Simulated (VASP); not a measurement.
# Si (Im-3m) in VASP: single point with PBE

Aim: the single point of Si with PBE.

Program: VASP 6.6.1. These are calculated values, not measurements. Logs are shortened: lines on timing, memory, paths and dates and some standing lists are left out, and cuts for length are marked.

## (1) The cell of the first run

It takes space group Im-3m (No. 229, cubic). Conventional cell: a = 3.145 Å, b = 3.145 Å, c = 3.145 Å, α = 90.00°, β = 90.00°, γ = 90.00°. Si (site symmetry m-3m) has 14 Si at 2.72 to 3.14 Å within 3.6 Å.

## (2) Single point, PBE

INCAR

```
PREC = Accurate ; ENCUT = 500
EDIFF = 1E-6 ; ISMEAR = -1
SIGMA = 0.06122561905347299 ; LREAL = False
LASPH = True ; NELM = 120
ALGO = Normal ; ISIF = 2
LWAVE = False ; LCHARG = True
GGA = PE ; LELF = True
LVHAR = True ; NBANDS = 8
GGA_COMPAT = False
```

KPOINTS

```
Automatic mesh
0
Gamma
  50 50 50
```

POSCAR

```
Si
1.0
   -1.5722823378      1.5722823378      1.5722823378
    1.5722823378     -1.5722823378      1.5722823378
    1.5722823378      1.5722823378     -1.5722823378
Si
1
Direct
    0.0000000000      0.0000000000      0.0000000000
```

Potentials or basis: VASP PAW PBE potentials, release 64 (Si).

On the command line:

```console
> cat potpaw_PBE.64/Si/POTCAR > POTCAR
> mpirun -np 1 vasp_std > vasp.out
```

OUTCAR:

```text
PREC = Accurate
   ENCUT = 500
   EDIFF = 1E-6
   ISMEAR = -1
   LREAL = False
   LASPH = True
   NELM = 120
   ISIF = 2
   GGA = PE

 ion  position               nearest neighbor table
   1  0.000  0.000  0.000-

  LATTYP: Found a body centered cubic cell.
 ALAT       =     3.1445646756

  Lattice vectors:

 A1 = (  -1.5722823378,   1.5722823378,   1.5722823378)
 A2 = (   1.5722823378,  -1.5722823378,   1.5722823378)
 A3 = (   1.5722823378,   1.5722823378,  -1.5722823378)

Analysis of symmetry for initial positions (statically):
=====================================================================
 Subroutine PRICEL returns:
 Original cell was already a primitive cell.

 Routine SETGRP: Setting up the symmetry group for a
 body centered cubic supercell.

 Subroutine GETGRP returns: Found 48 space group operations
 (whereof 48 operations were pure point group operations)
 out of a pool of 48 trial point group operations.

The static configuration has the point symmetry O_h .

Analysis of symmetry for dynamics (positions and initial velocities):
=====================================================================
 Subroutine PRICEL returns:
 Original cell was already a primitive cell.

 Routine SETGRP: Setting up the symmetry group for a
 body centered cubic supercell.

 Subroutine GETGRP returns: Found 48 space group operations
 (whereof 48 operations were pure point group operations)
 out of a pool of 48 trial point group operations.

The dynamic configuration has the point symmetry O_h .

 Subroutine INISYM returns: Found 48 space group operations
 (whereof 48 operations are pure point group operations),
 and found     1 'primitive' translations

----------------------------------------------------------------------------------------

                                     Primitive cell

  volume of cell :      15.5472

  direct lattice vectors                    reciprocal lattice vectors
    -1.572282338  1.572282338  1.572282338     0.000000000  0.318009042  0.318009042
     1.572282338 -1.572282338  1.572282338     0.318009042  0.000000000  0.318009042
     1.572282338  1.572282338 -1.572282338     0.318009042  0.318009042  0.000000000

  length of vectors
     2.723272893  2.723272893  2.723272893     0.449732700  0.449732700  0.449732700

  position of ions in fractional coordinates (direct lattice)
     0.000000000  0.000000000  0.000000000

  ion indices of the primitive-cell ions
   primitive index   ion index
                 1           1

----------------------------------------------------------------------------------------

 KPOINTS: Automatic mesh

Automatic generation of k-mesh.
 Grid dimensions read from file:
 generate k-points for:   50   50   50

 Generating k-lattice:

  Cartesian coordinates                     Fractional coordinates (reciprocal lattice)
     0.000000000  0.006360181  0.006360181     0.020000000  0.000000000  0.000000000
     0.006360181  0.000000000  0.006360181     0.000000000  0.020000000  0.000000000
     0.006360181  0.006360181  0.000000000     0.000000000  0.000000000  0.020000000

  Length of vectors
     0.008994654  0.008994654  0.008994654

  Shift w.r.t. Gamma in fractional coordinates (k-lattice)
     0.000000000  0.000000000  0.000000000

 Subroutine IBZKPT returns following result:
 ===========================================

 Found   3107 irreducible k-points:

 Following reciprocal coordinates:
            Coordinates               Weight
  0.000000  0.000000  0.000000      1.000000
  0.020000  0.000000  0.000000     12.000000
  0.040000  0.000000  0.000000     12.000000
  0.060000  0.000000  0.000000     12.000000
  0.080000  0.000000  0.000000     12.000000
  0.100000  0.000000  0.000000     12.000000
[... 16 lines left out ...]
  0.440000  0.000000  0.000000     12.000000
  0.460000  0.000000  0.000000     12.000000
 [... further k-points ...]
   k-points           NKPTS =   3107   k-points in BZ     NKDIM =   3107   number of bands    NBANDS=      8
   number of dos      NEDOS =    301   number of ions     NIONS =      1
   total plane-waves  NPLWV =   8000
   dimension x,y,z NGX =    20 NGY =   20 NGZ =   20
   dimension x,y,z NGXF=    40 NGYF=   40 NGZF=   40
   ions per type =               1
   NGX,Y,Z   is equivalent  to a cutoff of  12.21, 12.21, 12.21 a.u.
   NGXF,Y,Z  is equivalent  to a cutoff of  24.42, 24.42, 24.42 a.u.
 SYSTEM =  unknown system
   PREC   = accura    normal or accurate (medium, high low for compatibility)
   ISTART =      0    job   : 0-new  1-cont  2-samecut
   ICHARG =      2    charge: 1-file 2-atom 10-const
   ISPIN  =      1    spin polarized calculation?
   LNONCOLLINEAR =      F non collinear calculations
   LSORBIT =      F    spin-orbit coupling
   LASPH  =      T    aspherical Exc in radial PAW
   ENCUT  =  500.0 eV  36.75 Ry    6.06 a.u.   4.97  4.97  4.97*2*pi/ulx,y,z
   NELM   =    120;   NELMIN=  2; NELMDL= -5     # of ELM steps
   EDIFF  = 0.1E-05   stopping-criterion for ELM
   LREAL  =      F    real-space projection
[... 7 lines left out ...]
   TEBEG  =    0.0;   TEEND  =   0.0 temperature during run
   PSTRESS=    0.0 pullay stress
   NELECT =       4.0000    total number of electrons
   NUPDOWN=      -1.0000    fix difference up-down
   EMIN   =  10.00;   EMAX   =-10.00  energy-range for DOS
   EFERMI =   0.00;   METHOD = LEGACY
   ISMEAR =    -1;   SIGMA  =   0.06  broadening in eV -4-tet -1-fermi 0-gaus
   EFERMI_NEDOS =   21; number of points for ismear=-14 and -15
   IALGO  =     38    algorithm
   IMIX   =      4    mixing-type and parameters
     AMIX     =   0.40;   BMIX     =  1.00
     AMIX_MAG =   1.60;   BMIX_MAG =  1.00
  volume/ion in A,a.u.               =      15.55       104.92
  Fermi-wavevector in a.u.,A,eV,Ry     =   1.041224  1.967629 14.750730  1.084148
  Thomas-Fermi vector in A             =   2.175835
   LORBIT       =      0    0 simple, 1 ext, 2 COOP (PROOUT), +10 PAW based schemes
   GGA     = PE    functional components
   LHFCALC =     F    Hartree Fock is set to
   AEXX    =    0.0000 exact exchange contribution
   IVDW    =     0    specifies the selected vdW correction
   LEPSILON=     F    determine dielectric tensor
   LRPA    =     F    only Hartree local field effects (RPA)
 non-spin polarized calculation
  energy-cutoff  :      500.00
  volume of cell :       15.55
 maximum number of plane-waves:       410
   NGX =  9   NGY =  9   NGZ =  9

 number of electron       4.0000001 magnetization

 Free energy of the ion-electron system (eV)
  ---------------------------------------------------
  ext. energy  EPLUGINS =         0.00000000
  ---------------------------------------------------
  free energy    TOTEN  =        -4.88984807 eV

  energy without entropy =       -4.88383188  energy(sigma->0) =       -4.88683997

 E-fermi :   9.1078     XC(G=0): -10.9076

 val. band max:        9.1072818036   @ k =   0.2000   0.2000   0.1000
 cond. band min:       9.1093045452   @ k =   0.3000   0.2000   0.0200
 fundamental gap:      0.0020227416
 Fermi energy:         9.1078307785

 k-point     1 :       0.0000    0.0000    0.0000
  band No.  band energies     occupation
      1      -4.5488      2.00000
      2      19.7477      0.00000
      3      19.7477      0.00000
      4      19.7477      0.00000
      5      21.3971      0.00000
      6      21.3971      0.00000
      7      21.3971      0.00000
      8      24.9553      0.00000

 k-point     2 :       0.0200    0.0000    0.0000
  band No.  band energies     occupation
      1      -4.5370      2.00000
      2      19.5785      0.00000
      3      19.6165      0.00000
      4      19.7330      0.00000
      5      21.3554      0.00000
      6      21.4953      0.00000
      7      21.5480      0.00000
      8      24.8256      0.00000

 k-point     3 :       0.0400    0.0000    0.0000
  band No.  band energies     occupation
      1      -4.5018      2.00000
      2      19.1551      0.00000
      3      19.3118      0.00000
      4      19.6890      0.00000
      5      21.2352      0.00000
      6      21.7047      0.00000
      7      21.9120      0.00000
      8      24.5238      0.00000

 k-point     4 :       0.0600    0.0000    0.0000
  band No.  band energies     occupation
      1      -4.4431      2.00000
      2      18.5871      0.00000
      3      18.9431      0.00000
      4      19.6167      0.00000
      5      21.0488      0.00000
      6      21.9086      0.00000
      7      22.3794      0.00000
      8      24.1926      0.00000

 k-point     5 :       0.0800    0.0000    0.0000
  band No.  band energies     occupation
      1      -4.3610      2.00000
      2      17.9302      0.00000
      3      18.5585      0.00000
      4      19.5177      0.00000
      5      20.8121      0.00000
      6      22.0316      0.00000
      7      22.9021      0.00000
      8      23.9368      0.00000
[... 177 lines left out ...]
 k-point    22 :       0.4200    0.0000    0.0000
  band No.  band energies     occupation
      1       0.5550      2.00000
      2       5.1304      2.00000
      3      14.4112      0.00000
      4      16.8721      0.00000
      5      16.9662      0.00000
      6      18.7528      0.00000
      7      27.7789      0.00000
      8      28.4377      0.00000

 k-point    23 :       0.4400    0.0000    0.0000
  band No.  band energies     occupation
      1       1.0400      2.00000
      2       4.4997      2.00000
      3      14.3417      0.00000
      4      16.7959      0.00000
      5      16.9060      0.00000
      6      18.6803      0.00000
      7      28.1139      0.00000
      8      28.7405      0.00000

 k-point    24 :       0.4600    0.0000    0.0000
  band No.  band energies     occupation
      1       1.5395      2.00000
      2       3.8960      2.00000
      3      14.2921      0.00000
      4      16.7413      0.00000
      5      16.8628      0.00000
      6      18.6284      0.00000
      7      28.4189      0.00000
      8      28.9882      0.00000

 [... further k-points ...]
[... 5 lines left out ...]
  --------------------------------------------------------------------------------------
  -------------------------------------------------------------------------------------
  Total       -0.4773800     -0.4773800     -0.4773800     -0.0000000     -0.0000000     -0.0000000
  in kB      -49.1952544    -49.1952544    -49.1952544     -0.0000000     -0.0000000     -0.0000000
  external PRESSURE =     -49.1952544 kB  Pullay stress =       0.0000000 kB

 VOLUME and BASIS-vectors are now :
 -----------------------------------------------------------------------------
  energy-cutoff  :      500.00
  volume of cell :       15.55
      direct lattice vectors                 reciprocal lattice vectors
    -1.572282338  1.572282338  1.572282338     0.000000000  0.318009042  0.318009042
     1.572282338 -1.572282338  1.572282338     0.318009042  0.000000000  0.318009042
     1.572282338  1.572282338 -1.572282338     0.318009042  0.318009042  0.000000000

 POSITION                                       TOTAL-FORCE (eV/Angst)
 -----------------------------------------------------------------------------------
      0.00000      0.00000      0.00000        -0.000000      0.000000     -0.000000
 -----------------------------------------------------------------------------------
    total drift:                                0.000000      0.000000     -0.000000

  FREE ENERGIE OF THE ION-ELECTRON SYSTEM (eV)
  ---------------------------------------------------
  free  energy   TOTEN  =        -4.8898480668 eV

  energy  without entropy=       -4.8838318784  energy(sigma->0) =       -4.88683997
```

It took 2 min on 1 thread of Intel Xeon Platinum 8375C at 2.90GHz (Ice Lake), shared host; peak memory 0.39 GiB.

What came out:

```yaml
Free_energy: -4.8898 eV
Pressure: -4.9 GPa
Band_gap_on_the_k_mesh: zero (band 2 reaches 19.75 eV, above the bottom of band 3 at 5.32 eV)
```
